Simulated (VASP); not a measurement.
# C (R-3m) in VASP: notebook, part 2 of 2

VASP 6.6.1. Earlier steps stand in the parts before.

## (5) Single point, LDA (strain +0.000 along x and y, +0.025 along z)

The input, INCAR:

```
SYSTEM = C
PREC     = Accurate       ! precision mode
ENCUT    = 520            ! plane-wave cutoff, eV
EDIFF    = 1E-6           ! SCF threshold, eV
ISMEAR   = 0              ! smearing method
SIGMA    = 0.05           ! smearing width, eV
LREAL    = .FALSE.        ! projectors in reciprocal space
LASPH    = .TRUE.         ! aspherical terms in the spheres
NELM     = 100            ! most SCF steps
ALGO     = Normal         ! electronic algorithm
ISIF     = 2              ! what is computed and relaxed
LWAVE    = .FALSE.        ! write WAVECAR
LCHARG   = .FALSE.        ! write CHGCAR
GGA      = CA             ! functional
NBANDS   = 11             ! bands
```

The input, KPOINTS:

```
Automatic mesh
0
G
  12 12 12
  0 0 0
```

The input, POSCAR:

```
C
1.0
    1.2280263465      0.7090013417      3.4306861104
   -1.2280263465      0.7090013417      3.4306861104
    0.0000000000     -1.4180026834      3.4306861104
C
2
Direct
    0.1640000000      0.1640000000      0.1640000000
    0.8360000000      0.8360000000      0.8360000000
```

Potentials or basis: VASP PAW LDA potentials, release 64 (C).

On the command line:

```
> cat potpaw_LDA.64/C/POTCAR > POTCAR
> mpirun -np 1 vasp_std > vasp.out
```

OUTCAR:

```text
SYSTEM = C
   PREC = Accurate
   ENCUT = 520
   EDIFF = 1E-6
   ISMEAR = 0
   LREAL = .FALSE.
   LASPH = .TRUE.
   NELM = 100
   ISIF = 2
   GGA = CA

 ion  position               nearest neighbor table
   1  0.164  0.164  0.164-   2 1.42   2 1.42   2 1.42
   2  0.836  0.836  0.836-   1 1.42   1 1.42   1 1.42

  LATTYP: Found a trigonal (rhomboedric) cell.
 ALAT       =     3.7121878722
 COS(alpha) =     0.7811303873

  Lattice vectors:

 A1 = (   1.2280263465,   0.7090013417,   3.4306861104)
 A2 = (  -1.2280263465,   0.7090013417,   3.4306861104)
 A3 = (   0.0000000000,  -1.4180026834,   3.4306861104)

Analysis of symmetry for initial positions (statically):
=====================================================================
 Subroutine PRICEL returns:
 Original cell was already a primitive cell.

 Routine SETGRP: Setting up the symmetry group for a
 trigonal (rhombohedral) supercell.

 Subroutine GETGRP returns: Found 12 space group operations
 (whereof 12 operations were pure point group operations)
 out of a pool of 12 trial point group operations.

The static configuration has the point symmetry D_3d.

Analysis of symmetry for dynamics (positions and initial velocities):
=====================================================================
 Subroutine PRICEL returns:
 Original cell was already a primitive cell.

 Routine SETGRP: Setting up the symmetry group for a
 trigonal (rhombohedral) supercell.

 Subroutine GETGRP returns: Found 12 space group operations
 (whereof 12 operations were pure point group operations)
 out of a pool of 12 trial point group operations.

The dynamic configuration has the point symmetry D_3d.

 Subroutine INISYM returns: Found 12 space group operations
 (whereof 12 operations are pure point group operations),
 and found     1 'primitive' translations

[... 115 lines left out ...]
  volume/ion in A,a.u.               =       8.96        60.47
  Fermi-wavevector in a.u.,A,eV,Ry     =   1.251149  2.364330 21.298217  1.565375
  Thomas-Fermi vector in A             =   2.385110
   LORBIT       =      0    0 simple, 1 ext, 2 COOP (PROOUT), +10 PAW based schemes
   GGA     = CA    functional components
   LHFCALC =     F    Hartree Fock is set to
   AEXX    =    0.0000 exact exchange contribution
   IVDW    =     0    specifies the selected vdW correction
   LEPSILON=     F    determine dielectric tensor
   LRPA    =     F    only Hartree local field effects (RPA)
 non-spin polarized calculation
 Gauss-broadening in eV      SIGMA  =   0.05
  energy-cutoff  :      520.00
  volume of cell :       17.92
 maximum number of plane-waves:       496
   NGX = 13   NGY = 13   NGZ = 13

 number of electron       8.0000000 magnetization

 Free energy of the ion-electron system (eV)
  ---------------------------------------------------
  ext. energy  EPLUGINS =         0.00000000
  ---------------------------------------------------
  free energy    TOTEN  =       -20.19518996 eV

  energy without entropy =      -20.19518996  energy(sigma->0) =      -20.19518996

 E-fermi :   4.3959     XC(G=0): -10.6341

 val. band max:        4.0772803988   @ k =  -0.3333   0.3333   0.0000
 cond. band min:       4.7520633658   @ k =  -0.3333   0.3333   0.0000
 fundamental gap:      0.6747829669
 Fermi energy:         4.3958789408

 k-point     1 :       0.0000    0.0000    0.0000
  band No.  band energies     occupation
      1     -15.0736      2.00000
      2      -2.2996      2.00000
      3       1.4526      2.00000
      4       1.4526      2.00000
      5       8.0117      0.00000
      6      12.8021      0.00000
      7      12.8021      0.00000
      8      15.8574      0.00000
      9      17.5885      0.00000
     10      26.9293      0.00000
     11      28.9958      0.00000
[... 309 lines left out ...]
 k-point    24 :      -0.4167    0.1667   -0.0000
  band No.  band energies     occupation
      1      -9.2414      2.00000
      2      -8.3701      2.00000
      3      -3.7358      2.00000
      4       2.9449      2.00000
      5       5.9245      0.00000
      6      14.7284      0.00000
      7      15.6318      0.00000
      8      16.3142      0.00000
      9      19.5636      0.00000
     10      23.5132      0.00000
     11      27.0500      0.00000

 [... further k-points ...]
[... 5 lines left out ...]
  --------------------------------------------------------------------------------------
  -------------------------------------------------------------------------------------
  Total       -0.4806515     -0.4806515     -0.1808981      0.0000000     -0.0000000      0.0000000
  in kB      -42.9688636    -42.9688636    -16.1717729      0.0000000     -0.0000000      0.0000000
  external PRESSURE =     -34.0365001 kB  Pullay stress =       0.0000000 kB

 VOLUME and BASIS-vectors are now :
 -----------------------------------------------------------------------------
  energy-cutoff  :      520.00
  volume of cell :       17.92
      direct lattice vectors                 reciprocal lattice vectors
     1.228026347  0.709001342  3.430686110     0.407157388  0.235072428  0.097162294
    -1.228026347  0.709001342  3.430686110    -0.407157388  0.235072428  0.097162294
     0.000000000 -1.418002683  3.430686110     0.000000000 -0.470144855  0.097162294

 POSITION                                       TOTAL-FORCE (eV/Angst)
 -----------------------------------------------------------------------------------
      0.00000      0.00000      1.68790         0.000000      0.000000      0.924318
      0.00000      0.00000      8.60416         0.000000      0.000000     -0.924318
 -----------------------------------------------------------------------------------
    total drift:                                0.000000     -0.000000      0.000000

  FREE ENERGIE OF THE ION-ELECTRON SYSTEM (eV)
  ---------------------------------------------------
  free  energy   TOTEN  =       -20.1951899647 eV

  energy  without entropy=      -20.1951899647  energy(sigma->0) =      -20.19518996
```

stdout:

```text
POSCAR found type information on POSCAR C
 POSCAR found :  1 types and       2 ions
 scaLAPACK will be used
 LDA part: xc-table for (Slater(with rela. corr.)+CA(PZ))
 , standard interpolation
 POSCAR, INCAR and KPOINTS ok, starting setup
 FFT: planning ... GRIDC
 FFT: planning ... GRID_SOFT
 FFT: planning ... GRID
 WAVECAR not read
 entering main loop
```

It took 27 s on 1 thread of AMD EPYC 9R45 (Zen 5), shared host; peak memory 0.12 GiB.

Results:

| Item | Value |
| --- | --- |
| Free energy | -20.1952 eV |
| Pressure | -3.4 GPa |
| Largest force | 0.924 eV/Å |
| Band gap on the k mesh | 0.67 eV, direct |

Forces in eV/Å, atoms in the order of the input:
```
C    0.000  0.000  0.924
C    0.000  0.000 -0.924
```

Caveat: the cell differs from its parent crystal (strain +0.000 along x and y, +0.025 along z). A k mesh can miss the band edges.

## (6) The runs side by side

| cell | gap on the mesh (eV) | pressure (GPa) | largest force (eV/Å) |
| --- | --- | --- | --- |
| a = 3.699 Å, angles 37.8°, 2 atoms | 0.65 | 19.4 | 0.91 |
| a = 3.777 Å, angles 37.0°, 2 atoms | 0.57 | 18.9 | 0.94 |
| a = 3.496 Å, angles 42.2°, 2 atoms | 1.03 | -22.3 | 0.81 |
| a = 3.712 Å, angles 38.6°, 2 atoms | 0.67 | -3.4 | 0.92 |

Alike in all rows: task single point; level LDA; potentials or basis VASP PAW LDA potentials, release 64 (C); no spin polarisation; k mesh 12 × 12 × 12; cutoff (eV) 520; smearing gaussian 0.05 eV.

Total energies depend on the potentials used, so only differences within one code and one set of settings carry meaning.
